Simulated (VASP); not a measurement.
# V (Fd-3m) in VASP: further runs

V is run at these levels: PBEsol; tasks: single point, relaxation of cell and atoms.

Program: VASP 6.6.1. These are calculated values, not measurements. Logs are shortened: lines on timing, memory, paths and dates and some standing lists are left out, and cuts for length are marked.

## (1) The cell of the first run

Symmetry: Fd-3m, No. 227, cubic system. The conventional cell has a = 5.184 Å, b = 5.184 Å, c = 5.184 Å, α = 90.00°, β = 90.00°, γ = 90.00°. Within 3.0 Å of V (site symmetry -43m) lie 4 V at 2.24 Å.

This isn't the form of V at room conditions, which is bcc.

## (2) Single point, PBEsol

Input file INCAR:

```
PREC     = Accurate       # precision mode
ENCUT    = 520            # plane-wave cutoff, eV
EDIFF    = 1E-6           # SCF threshold, eV
ISMEAR   = 0              # smearing method
SIGMA    = 0.1            # smearing width, eV
LREAL    = F              # projectors in reciprocal space
LASPH    = T              # aspherical terms in the spheres
NELM     = 60             # most SCF steps
ALGO     = Normal         # electronic algorithm
ISIF     = 2              # what is computed and relaxed
LWAVE    = F              # write WAVECAR
LCHARG   = F              # write CHGCAR
GGA      = PS             # functional
NBANDS   = 20             # bands
```

Input file KPOINTS:

```
Automatic mesh
0
Gamma
  6 6 6
```

Input file POSCAR:

```
V
1.0
    0.0000000000      2.5920134421      2.5920134421
    2.5920134421      0.0000000000      2.5920134421
    2.5920134421      2.5920134421      0.0000000000
V
2
Direct
    0.5000000000      0.5000000000      0.5000000000
    0.7500000000      0.7500000000      0.7500000000
```

Potentials or basis: VASP PAW PBE potentials, release 64 (V_sv).

Launch:

```sh
$ cat potpaw_PBE.64/V_sv/POTCAR > POTCAR
$ mpirun -np 1 vasp_std > vasp.out
```

OUTCAR:

```text
PREC = Accurate
   ENCUT = 520
   EDIFF = 1E-6
   ISMEAR = 0
   LREAL = F
   LASPH = T
   NELM = 60
   ISIF = 2
   GGA = PS

 ion  position               nearest neighbor table
   1  0.500  0.500  0.500-   2 2.24   2 2.24   2 2.24   2 2.24
   2  0.750  0.750  0.750-   1 2.24   1 2.24   1 2.24   1 2.24

  LATTYP: Found a face centered cubic cell.
 ALAT       =     5.1840268842

  Lattice vectors:

 A1 = (   0.0000000000,   2.5920134421,   2.5920134421)
 A2 = (   2.5920134421,   0.0000000000,   2.5920134421)
 A3 = (   2.5920134421,   2.5920134421,   0.0000000000)

Analysis of symmetry for initial positions (statically):
=====================================================================
 Subroutine PRICEL returns:
 Original cell was already a primitive cell.

 Routine SETGRP: Setting up the symmetry group for a
 face centered cubic supercell.

 Subroutine GETGRP returns: Found 48 space group operations
 (whereof 24 operations were pure point group operations)
 out of a pool of 48 trial point group operations.

The static configuration has the point symmetry T_d .
 The point group associated with its full space group is O_h .

Analysis of symmetry for dynamics (positions and initial velocities):
=====================================================================
 Subroutine PRICEL returns:
 Original cell was already a primitive cell.

 Routine SETGRP: Setting up the symmetry group for a
 face centered cubic supercell.

 Subroutine GETGRP returns: Found 48 space group operations
 (whereof 24 operations were pure point group operations)
 out of a pool of 48 trial point group operations.

The dynamic configuration has the point symmetry T_d .
 The point group associated with its full space group is O_h .

 Subroutine INISYM returns: Found 48 space group operations
 (whereof 24 operations are pure point group operations),
 and found     1 'primitive' translations

----------------------------------------------------------------------------------------

                                     Primitive cell

  volume of cell :      34.8291

  direct lattice vectors                    reciprocal lattice vectors
     0.000000000  2.592013442  2.592013442    -0.192900234  0.192900234  0.192900234
     2.592013442  0.000000000  2.592013442     0.192900234 -0.192900234  0.192900234
     2.592013442  2.592013442  0.000000000     0.192900234  0.192900234 -0.192900234

  length of vectors
     3.665660564  3.665660564  3.665660564     0.334113006  0.334113006  0.334113006

  position of ions in fractional coordinates (direct lattice)
     0.500000000  0.500000000  0.500000000
     0.750000000  0.750000000  0.750000000

  ion indices of the primitive-cell ions
   primitive index   ion index
                 1           1
                 2           2

----------------------------------------------------------------------------------------

 KPOINTS: Automatic mesh

Automatic generation of k-mesh.
 Grid dimensions read from file:
 generate k-points for:    6    6    6

 Generating k-lattice:

  Cartesian coordinates                     Fractional coordinates (reciprocal lattice)
    -0.032150039  0.032150039  0.032150039     0.166666667  0.000000000  0.000000000
     0.032150039 -0.032150039  0.032150039     0.000000000  0.166666667  0.000000000
     0.032150039  0.032150039 -0.032150039     0.000000000  0.000000000  0.166666667

  Length of vectors
     0.055685501  0.055685501  0.055685501

  Shift w.r.t. Gamma in fractional coordinates (k-lattice)
     0.000000000  0.000000000  0.000000000

 Subroutine IBZKPT returns following result:
 ===========================================

 Found     16 irreducible k-points:

 Following reciprocal coordinates:
            Coordinates               Weight
  0.000000  0.000000  0.000000      1.000000
  0.166667  0.000000  0.000000      8.000000
  0.333333  0.000000  0.000000      8.000000
  0.500000  0.000000  0.000000      4.000000
  0.166667  0.166667  0.000000      6.000000
  0.333333  0.166667  0.000000     24.000000
[... 8 lines left out ...]
 -0.333333  0.333333  0.166667     24.000000
 -0.333333  0.500000  0.166667     12.000000
   k-points           NKPTS =     16   k-points in BZ     NKDIM =     16   number of bands    NBANDS=     20
   number of dos      NEDOS =    301   number of ions     NIONS =      2
   total plane-waves  NPLWV =  21952
   dimension x,y,z NGX =    28 NGY =   28 NGZ =   28
   dimension x,y,z NGXF=    56 NGYF=   56 NGZF=   56
   ions per type =               2
   NGX,Y,Z   is equivalent  to a cutoff of  12.70, 12.70, 12.70 a.u.
   NGXF,Y,Z  is equivalent  to a cutoff of  25.40, 25.40, 25.40 a.u.
 SYSTEM =  unknown system
   PREC   = accura    normal or accurate (medium, high low for compatibility)
   ISTART =      0    job   : 0-new  1-cont  2-samecut
   ICHARG =      2    charge: 1-file 2-atom 10-const
   ISPIN  =      1    spin polarized calculation?
   LNONCOLLINEAR =      F non collinear calculations
   LSORBIT =      F    spin-orbit coupling
   LASPH  =      T    aspherical Exc in radial PAW
   ENCUT  =  520.0 eV  38.22 Ry    6.18 a.u.   6.82  6.82  6.82*2*pi/ulx,y,z
   NELM   =     60;   NELMIN=  2; NELMDL= -5     # of ELM steps
   EDIFF  = 0.1E-05   stopping-criterion for ELM
   LREAL  =      F    real-space projection
   EDIFFG = 0.1E-04   stopping-criterion for IOM
   NSW    =      0    number of steps for IOM
   IBRION =     -1    ionic relax: 0-MD 1-quasi-New 2-CG
   NFREE  =      0    steps in history (QN), initial steepest desc. (CG)
   ISIF   =      2    stress and relaxation
   ISYM   =      2    0-nonsym 1-usesym 2-fastsym
   POTIM  = 0.5000    time-step for ionic-motion
   TEBEG  =    0.0;   TEEND  =   0.0 temperature during run
   PSTRESS=    0.0 pullay stress
   NELECT =      26.0000    total number of electrons
   NUPDOWN=      -1.0000    fix difference up-down
   EMIN   =  10.00;   EMAX   =-10.00  energy-range for DOS
   EFERMI =   0.00;   METHOD = LEGACY
   ISMEAR =     0;   SIGMA  =   0.10  broadening in eV -4-tet -1-fermi 0-gaus
   EFERMI_NEDOS =   21; number of points for ismear=-14 and -15
   IALGO  =     38    algorithm
   IMIX   =      4    mixing-type and parameters
     AMIX     =   0.40;   BMIX     =  1.00
     AMIX_MAG =   1.60;   BMIX_MAG =  1.00
  volume/ion in A,a.u.               =      17.41       117.52
  Fermi-wavevector in a.u.,A,eV,Ry     =   1.485087  2.806408 30.007442  2.205485
  Thomas-Fermi vector in A             =   2.598543
   LORBIT       =      0    0 simple, 1 ext, 2 COOP (PROOUT), +10 PAW based schemes
   GGA     = PS    functional components
   LHFCALC =     F    Hartree Fock is set to
   AEXX    =    0.0000 exact exchange contribution
   IVDW    =     0    specifies the selected vdW correction
   LEPSILON=     F    determine dielectric tensor
   LRPA    =     F    only Hartree local field effects (RPA)
 non-spin polarized calculation
 Gauss-broadening in eV      SIGMA  =   0.10
  energy-cutoff  :      520.00
  volume of cell :       34.83
 maximum number of plane-waves:       960
   NGX = 13   NGY = 13   NGZ = 13

 number of electron      25.9999989 magnetization

 Free energy of the ion-electron system (eV)
  ---------------------------------------------------
  ext. energy  EPLUGINS =         0.00000000
  ---------------------------------------------------
  free energy    TOTEN  =       -14.32873235 eV

  energy without entropy =      -14.30608277  energy(sigma->0) =      -14.31740756

 E-fermi :   6.7427     XC(G=0): -11.3517

 val. band max:        6.7227542099   @ k =  -0.3333   0.3333   0.1667
 cond. band min:       6.7740394642   @ k =   0.3333   0.0000   0.0000
 fundamental gap:      0.0512852542
 Fermi energy:         6.7426697109

 k-point     1 :       0.0000    0.0000    0.0000
  band No.  band energies     occupation
      1     -56.7563      2.00000
      2     -55.9788      2.00000
      3     -30.9339      2.00000
      4     -30.9339      2.00000
      5     -30.9339      2.00000
      6     -29.9311      2.00000
[... 12 lines left out ...]
     19      10.7524      0.00000
     20      20.1962      0.00000

 k-point     2 :       0.1667    0.0000    0.0000
  band No.  band energies     occupation
      1     -56.7188      2.00000
      2     -56.0181      2.00000
      3     -30.9686      2.00000
      4     -30.9686      2.00000
      5     -30.9378      2.00000
      6     -29.9319      2.00000
[... 12 lines left out ...]
     19      10.7214      0.00000
     20      16.7732      0.00000

 k-point     3 :       0.3333    0.0000    0.0000
  band No.  band energies     occupation
      1     -56.6273      2.00000
      2     -56.1134      2.00000
      3     -31.0320      2.00000
      4     -31.0320      2.00000
      5     -30.9493      2.00000
      6     -29.9293      2.00000
[... 12 lines left out ...]
     19      10.5458      0.00000
     20      13.2681      0.00000

 k-point     4 :       0.5000    0.0000    0.0000
  band No.  band energies     occupation
      1     -56.5653      2.00000
      2     -56.1772      2.00000
      3     -31.0611      2.00000
      4     -31.0611      2.00000
      5     -30.9568      2.00000
      6     -29.9261      2.00000
[... 12 lines left out ...]
     19      10.2981      0.00000
     20      11.4279      0.00000

 k-point     5 :       0.1667    0.1667    0.0000
  band No.  band energies     occupation
      1     -56.7054      2.00000
      2     -56.0322      2.00000
      3     -31.0091      2.00000
      4     -31.0091      2.00000
      5     -30.8682      2.00000
      6     -30.0037      2.00000
[... 12 lines left out ...]
     19      10.9181      0.00000
     20      17.5400      0.00000
[... 169 lines left out ...]
      6     -30.4457      2.00000
[... 12 lines left out ...]
     19      11.4468      0.00000
     20      12.2719      0.00000

 k-point    14 :       0.5000    0.3333    0.1667
  band No.  band energies     occupation
      1     -56.5397      2.00000
      2     -56.2034      2.00000
      3     -31.1745      2.00000
      4     -31.1135      2.00000
      5     -30.7068      2.00000
      6     -30.1659      2.00000
[... 12 lines left out ...]
     19      10.9230      0.00000
     20      13.2179      0.00000

 k-point    15 :      -0.3333    0.3333    0.1667
  band No.  band energies     occupation
      1     -56.4692      2.00000
      2     -56.2751      2.00000
      3     -31.2077      2.00000
      4     -31.1425      2.00000
      5     -30.6327      2.00000
      6     -30.2360      2.00000
[... 12 lines left out ...]
     19      10.7538      0.00000
     20      11.2499      0.00000

 k-point    16 :      -0.3333    0.5000    0.1667
  band No.  band energies     occupation
      1     -56.3725      2.00000
      2     -56.3725      2.00000
      3     -31.1959      2.00000
      4     -31.1959      2.00000
      5     -30.4372      2.00000
      6     -30.4372      2.00000
[... 12 lines left out ...]
     19      11.3601      0.00000
     20      11.3601      0.00000

------------------------ aborting loop because EDIFF is reached ----------------------------------------

  FORCE on cell =-STRESS in cart. coord.  units (eV):
  Direction    XX          YY          ZZ          XY          YZ          ZX
  --------------------------------------------------------------------------------------
  -------------------------------------------------------------------------------------
  Total        0.1560117      0.1560117      0.1560117     -0.0000000      0.0000000     -0.0000000
  in kB        7.1767198      7.1767198      7.1767198     -0.0000000      0.0000000     -0.0000000
  external PRESSURE =       7.1767198 kB  Pullay stress =       0.0000000 kB

 VOLUME and BASIS-vectors are now :
 -----------------------------------------------------------------------------
  energy-cutoff  :      520.00
  volume of cell :       34.83
      direct lattice vectors                 reciprocal lattice vectors
     0.000000000  2.592013442  2.592013442    -0.192900234  0.192900234  0.192900234
     2.592013442  0.000000000  2.592013442     0.192900234 -0.192900234  0.192900234
     2.592013442  2.592013442  0.000000000     0.192900234  0.192900234 -0.192900234

 POSITION                                       TOTAL-FORCE (eV/Angst)
 -----------------------------------------------------------------------------------
      2.59201      2.59201      2.59201         0.000000      0.000000     -0.000000
      3.88802      3.88802      3.88802        -0.000000     -0.000000      0.000000
 -----------------------------------------------------------------------------------
    total drift:                                0.000000      0.000000      0.000000

  FREE ENERGIE OF THE ION-ELECTRON SYSTEM (eV)
  ---------------------------------------------------
  free  energy   TOTEN  =       -14.3287323462 eV

  energy  without entropy=      -14.3060827730  energy(sigma->0) =      -14.31740756
```

Wall time 10 s (1 thread of Intel Xeon Platinum 8259CL at 2.50GHz (Skylake/Cascade Lake), shared host); peak memory 0.15 GiB.

Results:

```
Free energy            : -14.3287 eV
Pressure               : 0.7 GPa
Band gap on the k mesh : zero (bands 13 and 14 overlap by 1.03 eV)
```

Levels at points of the mesh, in eV from the Fermi level:
```tsv
k point	band 10	band 11	band 12	band 13	band 14	band 15	band 16	band 17
(0.00, 0.00, 0.00)	-1.26	-1.26	-0.61	-0.61	-0.61	1.59	1.59	1.59
(0.50, 0.00, 0.00)	-1.90	-1.19	-1.19	-0.65	-0.65	0.40	2.48	2.48
(0.50, 0.50, 0.00)	-2.53	-0.54	-0.54	0.36	0.36	1.26	1.26	3.80
```

Caveat: the PAW data sets were made with another functional, which shifts forces and pressure a little.

## (3) Relaxation of cell and atoms, PBEsol

This run uses another cell than the first one, of 15.85 Å³/atom.

Input file INCAR:

```
SYSTEM = V
ALGO = Normal
EDIFF = 1E-6
EDIFFG = -0.04
ENCUT = 600
GGA = PS
IBRION = 2
ISIF = 3
ISMEAR = 0
LASPH = .True.
LCHARG = .False.
LREAL = .False.
LWAVE = .False.
NELM = 60
NSW = 90
PREC = Accurate
SIGMA = 0.1
```

Input file KPOINTS:

```
k-points
0
Gamma
  6 6 6
  0 0 0
```

Input file POSCAR:

```
V
1.0
    0.0000000000      2.5118249708      2.5118249708
    2.5118249708      0.0000000000      2.5118249708
    2.5118249708      2.5118249708      0.0000000000
V
2
Direct
    0.5000000000      0.5000000000      0.5000000000
    0.7500000000      0.7500000000      0.7500000000
```

Potentials or basis: VASP PAW PBE potentials, release 64 (V_sv).

Launch:

```sh
$ cat potpaw_PBE.64/V_sv/POTCAR > POTCAR
$ mpirun -np 1 vasp_std > vasp.out
```

Wall time 28 s (1 thread of Intel Xeon Platinum 8259CL at 2.50GHz (Skylake/Cascade Lake), shared host); peak memory 0.16 GiB.

The run converged. Its results:

* Free energy: -14.3282 eV
* Relaxed volume: 17.56 Å³/atom
* Relaxed cell: a = 3.676 Å, b = 3.676 Å, c = 3.676 Å, α = 60.00°, β = 60.00°, γ = 60.00°
* Space group after relaxing (to 0.1 Å): Fd-3m (No. 227)
* Energy gained by relaxing: 51.9 meV/atom
* Ionic steps: 3
* Pressure after relaxing: 0.1 GPa
* Band gap on the k mesh: zero (bands 13 and 14 overlap by 1.01 eV)

The path:
```
step  energy change (eV)  largest force (eV/Å)  pressure (GPa)  volume (Å³)
   1              0.0000                0.0000           10.60        31.70
   2             -0.0862                0.0000           -3.45        36.75
   3             -0.1037                0.0000            0.10        35.12
```

Final structure:
```yaml
crystal:
  lattice:
    - [0.00000, 2.59925, 2.59925]
    - [2.59925, 0.00000, 2.59925]
    - [2.59925, 2.59925, 0.00000]
  atoms:
    - { symbol: V, position: [0.50000, 0.50000, 0.50000] }
    - { symbol: V, position: [0.75000, 0.75000, 0.75000] }
```

Levels at points of the mesh, in eV from the Fermi level:
| k point | band 10 | band 11 | band 12 | band 13 | band 14 | band 15 | band 16 | band 17 |
| --- | --- | --- | --- | --- | --- | --- | --- | --- |
| (0.00, 0.00, 0.00) | -1.24 | -1.24 | -0.60 | -0.60 | -0.60 | 1.58 | 1.58 | 1.58 |
| (0.50, 0.00, 0.00) | -1.87 | -1.17 | -1.17 | -0.64 | -0.64 | 0.38 | 2.46 | 2.46 |
| (0.50, 0.50, 0.00) | -2.49 | -0.53 | -0.53 | 0.34 | 0.34 | 1.26 | 1.26 | 3.77 |

Caveat: the k points lie up to 0.35 Å⁻¹ apart in the final cell, too coarse for converged energies and pressures of a metal; the PAW data sets were made with another functional, which shifts forces and pressure a little.

## (4) Single point, PBEsol, collinear spin, ferromagnetic start

This run uses another cell than the first one, of 15.85 Å³/atom.

Input file INCAR:

```
SYSTEM = V
ALGO = Fast
EDIFF = 1E-7
ENCUT = 520
GGA = PS
ISIF = 2
ISMEAR = 0
ISPIN = 2
LASPH = .TRUE.
LCHARG = .TRUE.
LELF = .TRUE.
LMAXMIX = 4
LORBIT = 11
LREAL = .FALSE.
LVHAR = .TRUE.
LWAVE = .FALSE.
MAGMOM = 2 2
NBANDS = 24
NELM = 150
PREC = Accurate
SIGMA = 0.1
```

Input file KPOINTS:

```
k-points
0
G
  6 6 6
  0 0 0
```

POSCAR is that of step 3.

Launch:

```sh
$ cat potpaw_PBE.64/V_sv/POTCAR > POTCAR
$ mpirun -np 1 vasp_std > vasp.out
```

Run time: 4.6 min. Hardware: 1 thread of Intel Xeon Platinum 8259CL at 2.50GHz (Skylake/Cascade Lake), shared host; peak memory 0.17 GiB.

The run converged. Its results:

```yaml
Free_energy: -14.2241 eV
Pressure: 10.7 GPa
Band_gap_on_the_k_mesh: zero (filled and empty bands overlap)
Net_moment: 0.00 μB per cell
Valence_electrons_inside_the_program's_atomic_spheres: V 12.07
```

Levels at points of the mesh, in eV from the Fermi level:
Spin up:
```
           k point  band 10  band 11  band 12  band 13  band 14  band 15  band 16  band 17
(0.00, 0.00, 0.00)    -1.52    -1.52    -0.68    -0.68    -0.68     1.73     1.73     1.73
(0.50, 0.00, 0.00)    -1.88    -1.44    -1.44    -0.77    -0.77     0.60     2.73     2.73
(0.50, 0.50, 0.00)    -2.93    -0.67    -0.67     0.67     0.67     1.29     1.29     4.17
```
Spin down:
```tsv
k point	band 9	band 10	band 11	band 12	band 13	band 14	band 15	band 16	band 17	band 18
(0.00, 0.00, 0.00)	-5.71	-1.52	-1.52	-0.68	-0.68	-0.68	1.73	1.73	1.73	4.42
(0.50, 0.00, 0.00)	-2.20	-1.88	-1.44	-1.44	-0.77	-0.77	0.60	2.73	2.73	3.91
(0.50, 0.50, 0.00)	-2.93	-2.93	-0.67	-0.67	0.67	0.67	1.29	1.29	4.17	4.17
```

Caveat: the k points lie up to 0.36 Å⁻¹ apart, too coarse for converged energies and pressures of a metal; the PAW data sets were made with another functional, which shifts forces and pressure a little.

## (5) The runs side by side

| task | spin | cell | cutoff (eV) | gap on the mesh (eV) | pressure (GPa) |
| --- | --- | --- | --- | --- | --- |
| single point | off | a = 3.666 Å, angles 60.0°, 2 atoms | 520 | none | 0.7 |
| relaxation of cell and atoms | off | relaxed from a = 3.552 Å, angles 60.0°, 2 atoms | 600 | none | 0.1 |
| single point | collinear, ferromagnetic start | a = 3.552 Å, angles 60.0°, 2 atoms | 520 | none | 10.7 |

Alike in all rows: level PBEsol; potentials or basis VASP PAW PBE potentials, release 64 (V_sv); k mesh 6 × 6 × 6; smearing gaussian 0.1 eV.

Caveats: some runs use coarse meshes; the PAW data sets were made with another functional, which shifts forces and pressure a little.

Total energies depend on the potentials used, so only differences within one code and one set of settings carry meaning.
